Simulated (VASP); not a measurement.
# Ti8C5 (R-3m) in VASP: single point with LDA

Aim: the single point of Ti8C5 with LDA.

All numbers are computed with VASP 6.6.1; they aren't measurements. Logs are shortened: lines on timing, memory, paths and dates and some standing lists are left out, and cuts for length are marked.

### Step 1. The cell of the first run

The structure is trigonal, space group R-3m (No. 166). The conventional cell has a = 6.027 Å, b = 6.027 Å, c = 14.602 Å, α = 90.00°, β = 90.00°, γ = 120.00°. Within 2.7 Å of Ti (site symmetry m) lie 4 C at 2.07 to 2.13 Å. Within 2.8 Å of Ti (site symmetry 3m) lie 3 C at 2.08 Å. Within 2.7 Å of C (site symmetry 2/m) lie 6 Ti at 2.07 to 2.08 Å. C (site symmetry -3m) has 6 Ti at 2.13 Å within 2.8 Å. C (site symmetry -3m) has 6 Ti at 2.12 Å within 2.8 Å.

### Step 2. Single point, LDA

INCAR reads:

```
SYSTEM = Ti8C5
ALGO = Normal
EDIFF = 1E-7
ENCUT = 520
GGA = CA
ISIF = 2
ISMEAR = 0
LASPH = .True.
LCHARG = .False.
LREAL = .False.
LWAVE = .False.
NBANDS = 70
NELM = 60
PREC = Accurate
SIGMA = 0.1
```

KPOINTS reads:

```
k-points
0
Gamma
  6 6 6
  0 0 0
```

POSCAR reads:

```
Ti8C5
1.0
    3.0133821229      1.7397769798      4.8673726697
   -3.0133821229      1.7397769798      4.8673726697
    0.0000000000     -3.4795539597      4.8673726697
Ti C
8 5
Direct
    0.2496917606      0.7627336911      0.2496917606
    0.2496917606      0.2496917606      0.7627336911
    0.7627336911      0.2496917606      0.2496917606
    0.2372663089      0.7503082394      0.7503082394
    0.7503082394      0.2372663089      0.7503082394
    0.7503082394      0.7503082394      0.2372663089
    0.2449391392      0.2449391392      0.2449391392
    0.7550608608      0.7550608608      0.7550608608
    0.0000000000      0.0000000000      0.5000000000
    0.5000000000      0.0000000000      0.0000000000
    0.0000000000      0.5000000000      0.0000000000
    0.5000000000      0.5000000000      0.5000000000
    0.0000000000      0.0000000000      0.0000000000
```

Potentials or basis: VASP PAW LDA potentials, release 64 (Ti_sv, C).

On the command line:

```
cat potpaw_LDA.64/Ti_sv/POTCAR potpaw_LDA.64/C/POTCAR > POTCAR
mpirun -np 1 vasp_std > vasp.out
```

OUTCAR:

```text
SYSTEM = Ti8C5
   EDIFF = 1E-7
   ENCUT = 520
   GGA = CA
   ISIF = 2
   ISMEAR = 0
   LASPH = .True.
   LREAL = .False.
   NELM = 60
   PREC = Accurate

 ion  position               nearest neighbor table
   1  0.250  0.763  0.250-  10 2.07   9 2.07  13 2.12  12 2.13   7 2.86
   2  0.250  0.250  0.763-  10 2.07  11 2.07  13 2.12  12 2.13   7 2.86
   3  0.763  0.250  0.250-  11 2.07   9 2.07  13 2.12  12 2.13   7 2.86
   4  0.237  0.750  0.750-  11 2.07   9 2.07  13 2.12  12 2.13   8 2.86
   5  0.750  0.237  0.750-  10 2.07   9 2.07  13 2.12  12 2.13   8 2.86
   6  0.750  0.750  0.237-  10 2.07  11 2.07  13 2.12  12 2.13   8 2.86
   7  0.245  0.245  0.245-   9 2.08  10 2.08  11 2.08   3 2.86   1 2.86   2 2.86
   8  0.755  0.755  0.755-   9 2.08  10 2.08  11 2.08   5 2.86   4 2.86   6 2.86
   9  0.000  0.000  0.500-   1 2.07   3 2.07   4 2.07   5 2.07   7 2.08   8 2.08
  10  0.500  0.000  0.000-   1 2.07   5 2.07   2 2.07   6 2.07   7 2.08   8 2.08
  11  0.000  0.500  0.000-   3 2.07   4 2.07   2 2.07   6 2.07   7 2.08   8 2.08
  12  0.500  0.500  0.500-   2 2.13   6 2.13   3 2.13   4 2.13   5 2.13   1 2.13
  13  0.000  0.000  0.000-   2 2.12   6 2.12   3 2.12   4 2.12   5 2.12   1 2.12

  LATTYP: Found a trigonal (rhomboedric) cell.
 ALAT       =     5.9831941690
 COS(alpha) =     0.4926914093

  Lattice vectors:

 A1 = (   3.0133821229,   1.7397769798,   4.8673726697)
 A2 = (  -3.0133821229,   1.7397769798,   4.8673726697)
 A3 = (   0.0000000000,  -3.4795539597,   4.8673726697)

Analysis of symmetry for initial positions (statically):
=====================================================================
 Subroutine PRICEL returns:
 Original cell was already a primitive cell.

 Routine SETGRP: Setting up the symmetry group for a
 trigonal (rhombohedral) supercell.

 Subroutine GETGRP returns: Found 12 space group operations
 (whereof 12 operations were pure point group operations)
 out of a pool of 12 trial point group operations.

The static configuration has the point symmetry D_3d.

Analysis of symmetry for dynamics (positions and initial velocities):
=====================================================================
 Subroutine PRICEL returns:
 Original cell was already a primitive cell.

 Routine SETGRP: Setting up the symmetry group for a
 trigonal (rhombohedral) supercell.

 Subroutine GETGRP returns: Found 12 space group operations
 (whereof 12 operations were pure point group operations)
 out of a pool of 12 trial point group operations.

The dynamic configuration has the point symmetry D_3d.

 Subroutine INISYM returns: Found 12 space group operations
 (whereof 12 operations are pure point group operations),
 and found     1 'primitive' translations

----------------------------------------------------------------------------------------

                                     Primitive cell

  volume of cell :     153.1065

  direct lattice vectors                    reciprocal lattice vectors
     3.013382123  1.739776980  4.867372670     0.165926517  0.095797719  0.068483216
    -3.013382123  1.739776980  4.867372670    -0.165926517  0.095797719  0.068483216
     0.000000000 -3.479553960  4.867372670     0.000000000 -0.191595438  0.068483216

  length of vectors
     5.983194169  5.983194169  5.983194169     0.203466859  0.203466859  0.203466859

  position of ions in fractional coordinates (direct lattice)
     0.249691761  0.762733691  0.249691761
     0.249691761  0.249691761  0.762733691
     0.762733691  0.249691761  0.249691761
     0.237266309  0.750308239  0.750308239
     0.750308239  0.237266309  0.750308239
     0.750308239  0.750308239  0.237266309
     0.244939139  0.244939139  0.244939139
     0.755060861  0.755060861  0.755060861
     0.000000000  0.000000000  0.500000000
     0.500000000  1.000000000  0.000000000
     1.000000000  0.500000000  0.000000000
     0.500000000  0.500000000  0.500000000
     0.000000000  0.000000000  0.000000000

  ion indices of the primitive-cell ions
   primitive index   ion index
                 1           1
                 2           2
                 3           3
                 4           4
                 5           5
                 6           6
                 7           7
                 8           8
                 9           9
                10          10
                11          11
                12          12
                13          13

----------------------------------------------------------------------------------------

 KPOINTS: k-points

Automatic generation of k-mesh.
 Grid dimensions read from file:
 generate k-points for:    6    6    6

 Generating k-lattice:

  Cartesian coordinates                     Fractional coordinates (reciprocal lattice)
     0.027654419  0.015966287  0.011413869     0.166666667 -0.000000000  0.000000000
    -0.027654419  0.015966287  0.011413869    -0.000000000  0.166666667  0.000000000
     0.000000000 -0.031932573  0.011413869     0.000000000  0.000000000  0.166666667

  Length of vectors
     0.033911143  0.033911143  0.033911143

  Shift w.r.t. Gamma in fractional coordinates (k-lattice)
     0.000000000  0.000000000  0.000000000

 Subroutine IBZKPT returns following result:
 ===========================================

 Found     32 irreducible k-points:

 Following reciprocal coordinates:
            Coordinates               Weight
  0.000000  0.000000  0.000000      1.000000
  0.166667  0.000000  0.000000      6.000000
  0.333333  0.000000  0.000000      6.000000
  0.500000  0.000000  0.000000      3.000000
  0.166667  0.166667  0.000000      6.000000
  0.333333  0.166667  0.000000     12.000000
[... 16 lines left out ...]
  0.500000  0.500000  0.166667      6.000000
 -0.333333  0.500000  0.166667     12.000000
 [... further k-points ...]
   k-points           NKPTS =     32   k-points in BZ     NKDIM =     32   number of bands    NBANDS=     70
   number of dos      NEDOS =    301   number of ions     NIONS =     13
   total plane-waves  NPLWV = 110592
   dimension x,y,z NGX =    48 NGY =   48 NGZ =   48
   dimension x,y,z NGXF=    96 NGYF=   96 NGZF=   96
   ions per type =               8   5
   NGX,Y,Z   is equivalent  to a cutoff of  13.34, 13.34, 13.34 a.u.
   NGXF,Y,Z  is equivalent  to a cutoff of  26.67, 26.67, 26.67 a.u.
 SYSTEM =  Ti8C5
   PREC   = accura    normal or accurate (medium, high low for compatibility)
   ISTART =      0    job   : 0-new  1-cont  2-samecut
   ICHARG =      2    charge: 1-file 2-atom 10-const
   ISPIN  =      1    spin polarized calculation?
   LNONCOLLINEAR =      F non collinear calculations
   LSORBIT =      F    spin-orbit coupling
   LASPH  =      T    aspherical Exc in radial PAW
   ENCUT  =  520.0 eV  38.22 Ry    6.18 a.u.  11.12 11.12 11.12*2*pi/ulx,y,z
   NELM   =     60;   NELMIN=  2; NELMDL= -5     # of ELM steps
   EDIFF  = 0.1E-06   stopping-criterion for ELM
   LREAL  =      F    real-space projection
   EDIFFG = 0.1E-05   stopping-criterion for IOM
   NSW    =      0    number of steps for IOM
   IBRION =     -1    ionic relax: 0-MD 1-quasi-New 2-CG
   NFREE  =      0    steps in history (QN), initial steepest desc. (CG)
   ISIF   =      2    stress and relaxation
   ISYM   =      2    0-nonsym 1-usesym 2-fastsym
   POTIM  = 0.5000    time-step for ionic-motion
   TEBEG  =    0.0;   TEEND  =   0.0 temperature during run
   PSTRESS=    0.0 pullay stress
   NELECT =     116.0000    total number of electrons
   NUPDOWN=      -1.0000    fix difference up-down
   EMIN   =  10.00;   EMAX   =-10.00  energy-range for DOS
   EFERMI =   0.00;   METHOD = LEGACY
   ISMEAR =     0;   SIGMA  =   0.10  broadening in eV -4-tet -1-fermi 0-gaus
   EFERMI_NEDOS =   21; number of points for ismear=-14 and -15
   IALGO  =     38    algorithm
   IMIX   =      4    mixing-type and parameters
     AMIX     =   0.40;   BMIX     =  1.00
     AMIX_MAG =   1.60;   BMIX_MAG =  1.00
  volume/ion in A,a.u.               =      11.78        79.48
  Fermi-wavevector in a.u.,A,eV,Ry     =   1.492438  2.820299 30.305222  2.227371
  Thomas-Fermi vector in A             =   2.604966
   LORBIT       =      0    0 simple, 1 ext, 2 COOP (PROOUT), +10 PAW based schemes
   GGA     = CA    functional components
   LHFCALC =     F    Hartree Fock is set to
   AEXX    =    0.0000 exact exchange contribution
   IVDW    =     0    specifies the selected vdW correction
   LEPSILON=     F    determine dielectric tensor
   LRPA    =     F    only Hartree local field effects (RPA)
 non-spin polarized calculation
 Gauss-broadening in eV      SIGMA  =   0.10
  energy-cutoff  :      520.00
  volume of cell :      153.11
 maximum number of plane-waves:      4140
 NGX is ok and might be reduce to    48
   NGX = 23   NGY = 23   NGZ = 23

 number of electron     116.0000004 magnetization

 Free energy of the ion-electron system (eV)
  ---------------------------------------------------
  ext. energy  EPLUGINS =         0.00000000
  ---------------------------------------------------
  free energy    TOTEN  =      -129.54127059 eV

  energy without entropy =     -129.52357590  energy(sigma->0) =     -129.53242324

 E-fermi :   8.7059     XC(G=0): -12.5052

 val. band max:        8.7010743996   @ k =   0.3333   0.3333   0.0000
 cond. band min:       8.7564606920   @ k =   0.3333   0.3333   0.0000
 fundamental gap:      0.0553862924
 Fermi energy:         8.7058522126

 k-point     1 :       0.0000    0.0000    0.0000
  band No.  band energies     occupation
      1     -47.1146      2.00000
      2     -47.0878      2.00000
      3     -46.9536      2.00000
      4     -46.9127      2.00000
      5     -46.9127      2.00000
      6     -46.9092      2.00000
[... 62 lines left out ...]
     69      11.8335      0.00000
     70      11.8776      0.00000
[... 1677 lines left out ...]
     69      11.2755      0.00000
     70      11.4827      0.00000

 [... further k-points ...]
[... 5 lines left out ...]
  --------------------------------------------------------------------------------------
  -------------------------------------------------------------------------------------
  Total        0.5443798      0.5443798      0.5118597      0.0000000     -0.0000000      0.0000000
  in kB        5.6966421      5.6966421      5.3563370      0.0000000     -0.0000000      0.0000000
  external PRESSURE =       5.5832071 kB  Pullay stress =       0.0000000 kB

 VOLUME and BASIS-vectors are now :
 -----------------------------------------------------------------------------
  energy-cutoff  :      520.00
  volume of cell :      153.11
      direct lattice vectors                 reciprocal lattice vectors
     3.013382123  1.739776980  4.867372670     0.165926517  0.095797719  0.068483216
    -3.013382123  1.739776980  4.867372670    -0.165926517  0.095797719  0.068483216
     0.000000000 -3.479553960  4.867372670     0.000000000 -0.191595438  0.068483216

 POSITION                                       TOTAL-FORCE (eV/Angst)
 -----------------------------------------------------------------------------------
     -1.54599      0.89258      6.14319         0.021211     -0.012246     -0.034267
      0.00000     -1.78516      6.14319        -0.000000      0.024493     -0.034267
      1.54599      0.89258      6.14319        -0.021211     -0.012246     -0.034267
     -1.54599     -0.89258      8.45892         0.021211      0.012246      0.034267
      1.54599     -0.89258      8.45892        -0.021211      0.012246      0.034267
      0.00000      1.78516      8.45892        -0.000000     -0.024493      0.034267
      0.00000     -0.00000      3.57663        -0.000000     -0.000000      0.053384
      0.00000     -0.00000     11.02549        -0.000000      0.000000     -0.053384
      0.00000     -1.73978      2.43369        -0.000000     -0.000000      0.000000
      1.50669      0.86989      2.43369        -0.000000     -0.000000     -0.000000
     -1.50669      0.86989      2.43369        -0.000000     -0.000000     -0.000000
      0.00000     -0.00000      7.30106        -0.000000     -0.000000     -0.000000
      0.00000      0.00000      0.00000        -0.000000     -0.000000     -0.000000
 -----------------------------------------------------------------------------------
    total drift:                               -0.000000     -0.000000      0.000000

  FREE ENERGIE OF THE ION-ELECTRON SYSTEM (eV)
  ---------------------------------------------------
  free  energy   TOTEN  =      -129.5412705863 eV

  energy  without entropy=     -129.5235759026  energy(sigma->0) =     -129.53242324
```

Run time: 8.4 min. Hardware: 1 thread of Intel Xeon Platinum 8259CL at 2.50GHz (Skylake/Cascade Lake), shared host; peak memory 0.4 GiB.

What came out:

| Property | Result |
| --- | --- |
| Free energy | -129.5413 eV |
| Pressure | 0.6 GPa |
| Largest force | 0.053 eV/Å |
| Band gap on the k mesh | zero (band 58 reaches 8.70 eV, above the bottom of band 59 at 8.64 eV) |

Forces on the atoms (eV/Å):
```
Ti   0.021 -0.012 -0.034
Ti   0.000  0.024 -0.034
Ti  -0.021 -0.012 -0.034
Ti   0.021  0.012  0.034
Ti  -0.021  0.012  0.034
Ti   0.000 -0.024  0.034
Ti   0.000  0.000  0.053
Ti   0.000  0.000 -0.053
C    0.000  0.000  0.000
C    0.000  0.000  0.000
C    0.000  0.000  0.000
C    0.000  0.000  0.000
C    0.000  0.000  0.000
```

Levels at points of the mesh, in eV from the Fermi level:
```tsv
k point	band 54	band 55	band 56	band 57	band 58	band 59	band 60	band 61	band 62	band 63
(0.00, 0.00, 0.00)	-1.23	-0.86	-0.86	-0.55	-0.55	0.74	0.74	0.91	2.08	2.08
(0.50, 0.00, 0.00)	-0.84	-0.81	-0.49	-0.23	-0.22	0.30	0.84	0.86	0.91	1.30
(0.50, 0.50, 0.00)	-1.16	-0.65	-0.62	-0.55	-0.30	0.36	0.37	0.52	0.84	1.25
(0.50, 0.50, 0.50)	-0.78	-0.76	-0.76	-0.73	-0.73	0.26	0.90	0.90	1.50	1.50
```
